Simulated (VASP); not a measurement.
# Ta4H3 in VASP: a series of runs, part 2 of 2

VASP 6.6.1. Earlier steps stand in the parts before.

**4. Single point, PBE**

This run uses another cell than the first one, of 11.55 Å³/atom, 1.003 times its volume.

INCAR reads:

```
PREC     = Accurate       # precision mode
ENCUT    = 520            # plane-wave cutoff, eV
EDIFF    = 1E-7           # SCF threshold, eV
ISMEAR   = 0              # smearing method
SIGMA    = 0.2            # smearing width, eV
LREAL    = F              # projectors in reciprocal space
LASPH    = T              # aspherical terms in the spheres
NELM     = 60             # most SCF steps
ALGO     = Normal         # electronic algorithm
ISIF     = 2              # what is computed and relaxed
LWAVE    = F              # write WAVECAR
LCHARG   = F              # write CHGCAR
GGA      = PE             # functional
NBANDS   = 32             # bands
```

KPOINTS reads:

```
Automatic mesh
0
Gamma
  5 3 3
```

POSCAR reads:

```
Ta4H3
1.0
    3.4846511886      0.0000000000      0.0000000000
    0.0000000000      4.8344367401      0.0000000000
    0.0000000000      0.0000000000      4.8001569394
Ta H
4 3
Direct
    0.7533978574      0.2434616961      0.7554165871
    0.2466021426      0.7565383039      0.7554165871
    0.7533978574      0.7565383039      0.2445834129
    0.2466021426      0.2434616961      0.2445834129
    0.5000000000      0.5000000000      0.5000000000
    0.5000000000      0.0000000000      0.5000000000
    0.0000000000      0.5000000000      0.0000000000
```

Potentials or basis: VASP PAW PBE potentials, release 64 (Ta_pv, H).

Run with:

```sh
$ cat potpaw_PBE.64/Ta_pv/POTCAR potpaw_PBE.64/H/POTCAR > POTCAR
$ mpirun -np 1 vasp_std > vasp.out
```

OUTCAR:

```text
PREC = Accurate
   ENCUT = 520
   EDIFF = 1E-7
   ISMEAR = 0
   LREAL = F
   LASPH = T
   NELM = 60
   ISIF = 2
   GGA = PE

 ion  position               nearest neighbor table
   1  0.753  0.243  0.755-   7 1.91   6 1.92   5 1.95   4 2.91   2 2.91   4 2.94   2 2.94   4 2.99
                             2 3.02   4 3.02   2 3.04   3 3.32   3 3.40   3 3.42   3 3.49
   2  0.247  0.757  0.755-   7 1.91   6 1.92   5 1.95   3 2.91   1 2.91   3 2.94   1 2.94   3 2.99
                             1 3.02   3 3.02   1 3.04   4 3.32   4 3.40   4 3.42   4 3.49
   3  0.753  0.757  0.245-   7 1.91   6 1.92   5 1.95   2 2.91   4 2.91   2 2.94   4 2.94   2 2.99
                             4 3.02   2 3.02   4 3.04   1 3.32   1 3.40   1 3.42   1 3.49
   4  0.247  0.243  0.245-   7 1.91   6 1.92   5 1.95   1 2.91   3 2.91   1 2.94   3 2.94   1 2.99
                             3 3.02   1 3.02   3 3.04   2 3.32   2 3.40   2 3.42   2 3.49
[... 622 lines left out ...]
  external PRESSURE =       1.7366324 kB  Pullay stress =       0.0000000 kB

 VOLUME and BASIS-vectors are now :
 -----------------------------------------------------------------------------
  energy-cutoff  :      520.00
  volume of cell :       80.87
      direct lattice vectors                 reciprocal lattice vectors
     3.484651189  0.000000000  0.000000000     0.286972769  0.000000000  0.000000000
     0.000000000  4.834436740  0.000000000     0.000000000  0.206849330  0.000000000
     0.000000000  0.000000000  4.800156939     0.000000000  0.000000000  0.208326522

 POSITION                                       TOTAL-FORCE (eV/Angst)
 -----------------------------------------------------------------------------------
      2.62533      1.17700      3.62612        -0.023644      0.014347      0.019602
      0.85932      3.65744      3.62612         0.023644     -0.014347      0.019602
      2.62533      3.65744      1.17404        -0.023644     -0.014347     -0.019602
      0.85932      1.17700      1.17404         0.023644      0.014347     -0.019602
      1.74233      2.41722      2.40008        -0.000000     -0.000000      0.000000
      1.74233      0.00000      2.40008        -0.000000     -0.000000      0.000000
      0.00000      2.41722      0.00000        -0.000000     -0.000000      0.000000
 -----------------------------------------------------------------------------------
    total drift:                                0.000000      0.000000     -0.000000

  FREE ENERGIE OF THE ION-ELECTRON SYSTEM (eV)
  ---------------------------------------------------
  free  energy   TOTEN  =       -58.5500391655 eV

  energy  without entropy=      -58.4988295889  energy(sigma->0) =      -58.52443438
```

OSZICAR:

```text
N       E                     dE             d eps       ncg     rms          rms(c)
DAV:   1     0.430507510356E+03    0.43051E+03   -0.25659E+04   768   0.150E+03
DAV:   2    -0.433473945924E+02   -0.47385E+03   -0.45912E+03   848   0.444E+02
DAV:   3    -0.615741124983E+02   -0.18227E+02   -0.17560E+02  1024   0.795E+01
DAV:   4    -0.619295236508E+02   -0.35541E+00   -0.35267E+00   944   0.986E+00
DAV:   5    -0.619389973699E+02   -0.94737E-02   -0.94649E-02   992   0.128E+00    0.313E+01
DAV:   6    -0.591937330559E+02    0.27453E+01   -0.39837E+00   880   0.123E+01    0.145E+01
DAV:   7    -0.585575665977E+02    0.63617E+00   -0.27967E+00   888   0.964E+00    0.106E+00
DAV:   8    -0.585499679066E+02    0.75987E-02   -0.85589E-02   960   0.168E+00    0.505E-01
DAV:   9    -0.585500324847E+02   -0.64578E-04   -0.28041E-03   952   0.310E-01    0.129E-01
DAV:  10    -0.585500419651E+02   -0.94804E-05   -0.17813E-04   952   0.821E-02    0.355E-02
DAV:  11    -0.585500425515E+02   -0.58642E-06   -0.17293E-05   960   0.274E-02    0.920E-03
DAV:  12    -0.585500392316E+02    0.33200E-05   -0.30744E-06   976   0.122E-02    0.219E-03
DAV:  13    -0.585500391655E+02    0.66079E-07   -0.24625E-07   752   0.309E-03
   1 F= -.58550039E+02 E0= -.58524434E+02  d E =-.512096E-01
```

stdout:

```text
POSCAR found type information on POSCAR TaH
 POSCAR found :  2 types and       7 ions
 scaLAPACK will be used
 LDA part: xc-table for (Slater+PW92), standard interpolation
 POSCAR, INCAR and KPOINTS ok, starting setup
 FFT: planning ... GRIDC
 FFT: planning ... GRID_SOFT
 FFT: planning ... GRID
 WAVECAR not read
 entering main loop
```

It took 18 s on 1 thread of Intel Xeon 6975P-C (Granite Rapids), shared host; peak memory 0.18 GiB.

What came out:

```yaml
Free_energy: -58.5500 eV
Pressure: 0.2 GPa
Largest_force: 0.034 eV/Å
```

Forces on the atoms (eV/Å):
```
Ta  -0.024  0.014  0.020
Ta   0.024 -0.014  0.020
Ta  -0.024 -0.014 -0.020
Ta   0.024  0.014 -0.020
H    0.000  0.000  0.000
H    0.000  0.000  0.000
H    0.000  0.000  0.000
```

Stress tensor (GPa, compression positive):
```
 0.79  0.00  0.00
 0.00  0.16  0.00
 0.00  0.00 -0.43
```

Levels at points of the mesh, in eV from the Fermi level:
```tsv
k point	band 20	band 21	band 22	band 23	band 24	band 25	band 26	band 27
(0.00, 0.00, 0.00)	-2.43	-0.57	-0.20	-0.14	0.30	2.39	2.94	3.03
```

Caveat: the k points lie up to 0.44 Å⁻¹ apart; spin-orbit coupling is left out, which moves the levels of the heavy elements.

**5. Single point, PBE**

INCAR reads:

```
SYSTEM = Ta4H3
PREC = Accurate ; ENCUT = 520
EDIFF = 1E-6 ; ISMEAR = 0
SIGMA = 0.2 ; LREAL = .FALSE.
LASPH = .TRUE. ; NELM = 60
ALGO = Normal ; ISIF = 2
LWAVE = .FALSE. ; LCHARG = .TRUE.
GGA = PE ; LELF = .TRUE.
LVHAR = .TRUE. ; NBANDS = 32
```

KPOINTS reads:

```
regular mesh
0
G
  6 4 4
  0 0 0
```

POSCAR reads:

```
Ta4H3
1.0
    3.4735732342     -0.0004281769     -0.0001708001
   -0.0003002856      4.7990768648     -0.0009858539
   -0.0001550074     -0.0014412474      4.8321066273
Ta H
4 3
Direct
    0.2470735339      0.2451036973      0.7559219278
    0.7529821661      0.2450622470      0.2440530607
    0.2470780441      0.7549049320      0.2440796077
    0.7529712637      0.7549352807      0.7559501662
    0.4998459101      0.4999840229      0.4999709540
    0.5002422551      0.5000137321      0.0000399003
   -0.0001931730     -0.0000039120      0.4999843834
```

Run with:

```sh
$ cat potpaw_PBE.64/Ta_pv/POTCAR potpaw_PBE.64/H/POTCAR > POTCAR
$ mpirun -np 1 vasp_std > vasp.out
```

It took 58 s on 1 thread of Intel Xeon 6975P-C (Granite Rapids), shared host; peak memory 0.24 GiB.

The run converged. Its results:

| Quantity | Value |
| --- | --- |
| Free energy | -58.6461 eV |
| Pressure | 0.1 GPa |
| Largest force | 0.011 eV/Å |

Forces in eV/Å, atoms in the order of the input:
```
Ta  -0.005 -0.004  0.009
Ta   0.005 -0.003 -0.007
Ta  -0.005  0.005 -0.008
Ta   0.005  0.003  0.007
H    0.000  0.000  0.000
H    0.000  0.000  0.000
H    0.000  0.000  0.000
```

Stress tensor (GPa, compression positive):
```
0.09 0.01 0.01
0.01 0.06 0.03
0.01 0.03 0.20
```

Levels at points of the mesh, in eV from the Fermi level:
```
           k point  band 22  band 23  band 24  band 25  band 26  band 27
(0.00, 0.00, 0.00)    -0.12    -0.06     0.35     2.50     3.00     3.10
(0.50, 0.00, 0.00)    -1.45     0.18     0.31     0.64     0.67     2.37
(0.00, 0.50, 0.00)    -0.61    -0.10     0.15     0.57     0.77     2.19
(0.50, 0.50, 0.00)    -1.30    -1.24    -1.12     2.10     2.37     2.63
(0.00, 0.00, 0.50)    -0.61    -0.09     0.07     0.60     0.88     2.09
(0.50, 0.00, 0.50)    -1.29    -1.28    -1.11     2.24     2.28     2.30
(0.00, 0.50, 0.50)    -0.29    -0.17     0.35     0.44     0.59     0.62
(0.50, 0.50, 0.50)    -0.82     0.35     0.47     2.47     2.58     2.63
```

Caveat: spin-orbit coupling is left out, which moves the levels of the heavy elements.

**6. Summary**

```tsv
cell	k mesh	smearing	gap on the mesh (eV)	pressure (GPa)	largest force (eV/Å)
a = 3.482, b = 4.788, c = 4.836 Å, 7 atoms	10 × 6 × 6	gaussian 0.1 eV	none	0.1	0.01
a = 3.531, b = 4.823, c = 4.875 Å, 7 atoms	10 × 6 × 6	gaussian 0.1 eV	none	-5.5	0.01
a = 3.485, b = 4.834, c = 4.800 Å, 7 atoms	5 × 3 × 3	gaussian 0.2 eV	none	0.2	0.03
a = 3.474, b = 4.799, c = 4.832 Å, 7 atoms	6 × 4 × 4	gaussian 0.2 eV	none	0.1	0.01
```

Alike in all rows: task single point; level PBE; potentials or basis VASP PAW PBE potentials, release 64 (Ta_pv, H); no spin polarisation; cutoff (eV) 520.

Caveats: some runs use coarse meshes; spin-orbit coupling is left out, which moves the levels of the heavy elements.

Total energies depend on the potentials used, so only differences within one code and one set of settings carry meaning.
